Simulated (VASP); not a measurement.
# Ag2As (P6/mmm) in VASP: further runs

The runs below take Ag2As through single point, relaxation of cell and atoms, with PBE.

All numbers are computed with VASP 6.6.1; they aren't measurements. Logs are shortened: lines on timing, memory, paths and dates and some standing lists are left out, and cuts for length are marked.

## 1. The cell of the first run

It takes space group P6/mmm (No. 191, hexagonal). The conventional cell has a = 4.675 Å, b = 4.675 Å, c = 3.053 Å, α = 90.00°, β = 90.00°, γ = 120.00°. Ag (site symmetry -6m2) has 5 Ag at 2.70 to 3.05 Å and 6 As at 3.10 Å within 3.6 Å. As (site symmetry 6/mmm) has 2 As at 3.05 Å and 12 Ag at 3.10 Å within 4.0 Å.

## 2. Single point, PBE

File INCAR:

```
SYSTEM = Ag2As
ALGO = Normal ; EDIFF = 1E-7
ENCUT = 520 ; GGA = PE
ISIF = 2 ; ISMEAR = 0
LASPH = .TRUE. ; LCHARG = .FALSE.
LREAL = .FALSE. ; LWAVE = .FALSE.
NBANDS = 20 ; NELM = 60
PREC = Accurate ; SIGMA = 0.1
```

File KPOINTS:

```
k-points
0
G
  6 6 4
  0 0 0
```

File POSCAR:

```
Ag2As
1.0
    4.6747994443      0.0000000000      0.0000000000
   -2.3373997221      4.0484950763      0.0000000000
    0.0000000000      0.0000000000      3.0532975217
Ag As
2 1
Direct
    0.3333333333      0.6666666667      0.5000000000
    0.6666666667      0.3333333333      0.5000000000
    0.0000000000      0.0000000000      0.0000000000
```

Potentials or basis: VASP PAW PBE potentials, release 64 (Ag, As).

Started as:

```console
$ cat potpaw_PBE.64/Ag/POTCAR potpaw_PBE.64/As/POTCAR > POTCAR
$ mpirun -np 1 vasp_std > vasp.out
```

OUTCAR:

```text
SYSTEM = Ag2As
   EDIFF = 1E-7
   ENCUT = 520
   GGA = PE
   ISIF = 2
   ISMEAR = 0
   LASPH = .TRUE.
   LREAL = .FALSE.
   NELM = 60
   PREC = Accurate

 ion  position               nearest neighbor table
   1  0.333  0.667  0.500-   2 2.70   2 2.70   2 2.70   3 3.10   3 3.10   3 3.10   3 3.10   3 3.10
                             3 3.10
   2  0.667  0.333  0.500-   1 2.70   1 2.70   1 2.70   3 3.10   3 3.10   3 3.10   3 3.10   3 3.10
                             3 3.10
   3  0.000  0.000  0.000-   1 3.10   2 3.10   1 3.10   2 3.10   1 3.10   1 3.10   2 3.10   2 3.10
                             2 3.10   2 3.10   1 3.10   1 3.10

  LATTYP: Found a hexagonal cell.
 ALAT       =     4.6747994443
 C/A-ratio  =     0.6531397888

  Lattice vectors:

 A1 = (   4.6747994443,   0.0000000000,   0.0000000000)
 A2 = (  -2.3373997221,   4.0484950763,   0.0000000000)
 A3 = (   0.0000000000,   0.0000000000,   3.0532975217)

Analysis of symmetry for initial positions (statically):
=====================================================================
 Subroutine PRICEL returns:
 Original cell was already a primitive cell.

 Routine SETGRP: Setting up the symmetry group for a
 hexagonal supercell.

 Subroutine GETGRP returns: Found 24 space group operations
 (whereof 24 operations were pure point group operations)
 out of a pool of 24 trial point group operations.

The static configuration has the point symmetry D_6h.

Analysis of symmetry for dynamics (positions and initial velocities):
=====================================================================
 Subroutine PRICEL returns:
 Original cell was already a primitive cell.

 Routine SETGRP: Setting up the symmetry group for a
 hexagonal supercell.

 Subroutine GETGRP returns: Found 24 space group operations
 (whereof 24 operations were pure point group operations)
 out of a pool of 24 trial point group operations.

The dynamic configuration has the point symmetry D_6h.

 Subroutine INISYM returns: Found 24 space group operations
 (whereof 24 operations are pure point group operations),
 and found     1 'primitive' translations

----------------------------------------------------------------------------------------
[... 84 lines left out ...]
   ICHARG =      2    charge: 1-file 2-atom 10-const
   ISPIN  =      1    spin polarized calculation?
   LNONCOLLINEAR =      F non collinear calculations
   LSORBIT =      F    spin-orbit coupling
   LASPH  =      T    aspherical Exc in radial PAW
   ENCUT  =  520.0 eV  38.22 Ry    6.18 a.u.   8.69  8.69  5.68*2*pi/ulx,y,z
   NELM   =     60;   NELMIN=  2; NELMDL= -5     # of ELM steps
   EDIFF  = 0.1E-06   stopping-criterion for ELM
   LREAL  =      F    real-space projection
   EDIFFG = 0.1E-05   stopping-criterion for IOM
   NSW    =      0    number of steps for IOM
   IBRION =     -1    ionic relax: 0-MD 1-quasi-New 2-CG
   NFREE  =      0    steps in history (QN), initial steepest desc. (CG)
   ISIF   =      2    stress and relaxation
   ISYM   =      2    0-nonsym 1-usesym 2-fastsym
   POTIM  = 0.5000    time-step for ionic-motion
   TEBEG  =    0.0;   TEEND  =   0.0 temperature during run
   PSTRESS=    0.0 pullay stress
   NELECT =      27.0000    total number of electrons
   NUPDOWN=      -1.0000    fix difference up-down
   EMIN   =  10.00;   EMAX   =-10.00  energy-range for DOS
   EFERMI =   0.00;   METHOD = LEGACY
   ISMEAR =     0;   SIGMA  =   0.10  broadening in eV -4-tet -1-fermi 0-gaus
   EFERMI_NEDOS =   21; number of points for ismear=-14 and -15
   IALGO  =     38    algorithm
   IMIX   =      4    mixing-type and parameters
     AMIX     =   0.40;   BMIX     =  1.00
     AMIX_MAG =   1.60;   BMIX_MAG =  1.00
  volume/ion in A,a.u.               =      19.26       129.99
  Fermi-wavevector in a.u.,A,eV,Ry     =   1.270343  2.400599 21.956676  1.613770
  Thomas-Fermi vector in A             =   2.403335
   LORBIT       =      0    0 simple, 1 ext, 2 COOP (PROOUT), +10 PAW based schemes
   GGA     = PE    functional components
   LHFCALC =     F    Hartree Fock is set to
   AEXX    =    0.0000 exact exchange contribution
   IVDW    =     0    specifies the selected vdW correction
   LEPSILON=     F    determine dielectric tensor
   LRPA    =     F    only Hartree local field effects (RPA)
 non-spin polarized calculation
 Gauss-broadening in eV      SIGMA  =   0.10
  energy-cutoff  :      520.00
  volume of cell :       57.79
 maximum number of plane-waves:      1577
 NGX is ok and might be reduce to    36
   NGX = 17   NGY = 17   NGZ = 11

 number of electron      26.9999992 magnetization

 Free energy of the ion-electron system (eV)
  ---------------------------------------------------
  ext. energy  EPLUGINS =         0.00000000
  ---------------------------------------------------
  free energy    TOTEN  =        -9.27982064 eV

  energy without entropy =       -9.27136136  energy(sigma->0) =       -9.27559100

 E-fermi :   6.6285     XC(G=0): -11.2279

 val. band max:        6.6098611509   @ k =   0.3333  -0.0000   0.0000
 cond. band min:       6.6481391404   @ k =   0.1667  -0.0000   0.2500
 fundamental gap:      0.0382779895
 Fermi energy:         6.6284681224

 k-point     1 :       0.0000    0.0000    0.0000
  band No.  band energies     occupation
      1      -5.1613      2.00000
      2       1.1770      2.00000
      3       1.3994      2.00000
      4       1.3994      2.00000
      5       1.9410      2.00000
      6       1.9410      2.00000
[... 472 lines left out ...]
     19      14.5443      0.00000
     20      17.8726      0.00000

------------------------ aborting loop because EDIFF is reached ----------------------------------------

  FORCE on cell =-STRESS in cart. coord.  units (eV):
  Direction    XX          YY          ZZ          XY          YZ          ZX
  --------------------------------------------------------------------------------------
  -------------------------------------------------------------------------------------
  Total       -0.0406581     -0.0406581     -0.0460164     -0.0000000     -0.0000000      0.0000000
  in kB       -1.1272794     -1.1272794     -1.2758443     -0.0000000     -0.0000000      0.0000000
  external PRESSURE =      -1.1768011 kB  Pullay stress =       0.0000000 kB

 VOLUME and BASIS-vectors are now :
 -----------------------------------------------------------------------------
  energy-cutoff  :      520.00
  volume of cell :       57.79
      direct lattice vectors                 reciprocal lattice vectors
     4.674799444  0.000000000  0.000000000     0.213912920  0.123502682  0.000000000
    -2.337399722  4.048495076  0.000000000     0.000000000  0.247005364  0.000000000
     0.000000000  0.000000000  3.053297522     0.000000000  0.000000000  0.327514758

 POSITION                                       TOTAL-FORCE (eV/Angst)
 -----------------------------------------------------------------------------------
     -0.00000      2.69900      1.52665        -0.000000      0.000000     -0.000000
      2.33740      1.34950      1.52665         0.000000     -0.000000      0.000000
      0.00000      0.00000      0.00000         0.000000      0.000000      0.000000
 -----------------------------------------------------------------------------------
    total drift:                                0.000000      0.000000     -0.000000

  FREE ENERGIE OF THE ION-ELECTRON SYSTEM (eV)
  ---------------------------------------------------
  free  energy   TOTEN  =        -9.2798206383 eV

  energy  without entropy=       -9.2713613575  energy(sigma->0) =       -9.27559100
```

Run time: 13 s. Hardware: 1 thread of Intel Xeon 6975P-C, shared host; peak memory 0.19 GiB.

Results:

```yaml
Free_energy: -9.2798 eV
Pressure: -0.1 GPa
```

Levels at points of the mesh, in eV from the Fermi level:
```csv
k point,band 9,band 10,band 11,band 12,band 13,band 14,band 15,band 16,band 17,band 18
"(0.00, 0.00, 0.00)",-4.19,-3.44,-3.44,-2.31,-0.02,-0.02,2.82,2.82,3.21,5.24
"(0.50, 0.00, 0.00)",-3.62,-3.43,-3.33,-3.06,-2.73,0.08,3.90,5.11,7.90,8.24
"(0.00, 0.00, 0.50)",-4.35,-4.35,-2.83,-2.63,0.96,0.96,1.88,3.16,6.72,6.88
"(0.50, 0.00, 0.50)",-3.84,-3.32,-2.97,-2.39,-1.53,0.74,1.14,3.30,3.33,4.74
```

Caveat: the k points lie up to 0.51 Å⁻¹ apart.

## 3. Relaxation of cell and atoms, PBE

This run uses another cell than the first one, of 17.45 Å³/atom, 0.906 times its volume.

File INCAR:

```
SYSTEM = Ag2As
PREC = Accurate ; ENCUT = 600
EDIFF = 1E-7 ; ISMEAR = 0
SIGMA = 0.1 ; LREAL = .False.
LASPH = .True. ; NELM = 100
ALGO = Fast ; ISIF = 3
LWAVE = .False. ; LCHARG = .False.
GGA = PE ; IBRION = 2
NSW = 90 ; EDIFFG = -0.04
```

File KPOINTS:

```
Automatic mesh
0
Gamma
  6 6 4
  0 0 0
```

File POSCAR:

```
Ag2As
1.0
    3.8254052000      0.0000000000      0.0000000000
   -1.9127026000      3.3128980800      0.0000000000
    0.0000000000      0.0000000000      4.1314354000
Ag As
2 1
Direct
    0.3333333300      0.6666666700      0.5000000000
    0.6666666700      0.3333333300      0.5000000000
    0.0000000000      0.0000000000      0.0000000000
```

Potentials or basis: VASP PAW PBE potentials, release 64 (Ag, As).

Started as:

```console
$ cat potpaw_PBE.64/Ag/POTCAR potpaw_PBE.64/As/POTCAR > POTCAR
$ mpirun -np 1 vasp_std > vasp.out
```

Wall time 4.5 min (1 thread of Intel Xeon 6975P-C, shared host); peak memory 0.21 GiB.

It converged, with:

```yaml
Free_energy: -9.2737 eV
Relaxed_volume: 19.24 Å³/atom
Relaxed_cell: a = 4.672 Å, b = 4.672 Å, c = 3.052 Å, α = 90.00°, β = 90.00°, γ = 120.00°
Space_group_after_relaxing_to_0.05_Å: P6/mmm (No. 191)
Energy_gained_by_relaxing: 1338.3 meV/atom
Ionic_steps: 15
Pressure_after_relaxing: 0.0 GPa
```

The path:
| step | energy change (eV) | largest force (eV/Å) | pressure (GPa) | volume (Å³) |
| --- | --- | --- | --- | --- |
| 1 | 0.0000 | 0.0000 | 44.85 | 52.36 |
| 2 | -1.8695 | 0.0000 | -10.53 | 95.27 |
| 3 | -2.9960 | 0.0000 | -5.07 | 71.85 |
| 4 | -2.9975 | 0.0000 | -4.73 | 71.44 |
| 5 | -2.9977 | 0.0000 | -4.40 | 71.03 |
| 6 | -3.4386 | 0.0000 | -3.77 | 66.23 |
| 7 | -3.6490 | 0.0000 | 14.02 | 50.89 |
| 8 | -3.8657 | 0.0000 | -0.82 | 59.96 |
| 9 | -3.9628 | 0.0000 | 5.47 | 54.43 |
| 10 | -3.9817 | 0.0000 | 2.50 | 56.45 |
| 11 | -3.9848 | 0.0000 | 3.25 | 55.86 |
| 12 | -4.0007 | 0.0000 | -1.32 | 58.56 |
| 13 | -4.0146 | 0.0000 | 0.33 | 57.44 |
| 14 | -4.0146 | 0.0000 | 0.26 | 57.47 |
| 15 | -4.0150 | 0.0000 | -0.04 | 57.71 |

Final structure:
```
Ag As
1.0
     4.67247    0.00000    0.00000
    -2.33623    4.04647    0.00000
     0.00000    0.00000    3.05220
Ag As
2 1
Direct
  0.33333 0.66667 0.50000
  0.66667 0.33333 0.50000
  0.00000 0.00000 0.00000
```

Levels at points of the mesh, in eV from the Fermi level:
| k point | band 10 | band 11 | band 12 | band 13 | band 14 | band 15 | band 16 | band 17 |
| --- | --- | --- | --- | --- | --- | --- | --- | --- |
| (0.00, 0.00, 0.00) | -3.45 | -3.45 | -2.31 | -0.02 | -0.02 | 2.82 | 2.82 | 3.21 |
| (0.50, 0.00, 0.00) | -3.44 | -3.33 | -3.06 | -2.74 | 0.08 | 3.90 | 5.12 | 7.91 |
| (0.00, 0.00, 0.50) | -4.36 | -2.84 | -2.63 | 0.96 | 0.96 | 1.88 | 3.16 | 6.89 |
| (0.50, 0.00, 0.50) | -3.32 | -2.97 | -2.39 | -1.54 | 0.74 | 1.14 | 3.30 | 3.32 |

Caveat: the k points lie up to 0.51 Å⁻¹ apart in the final cell.
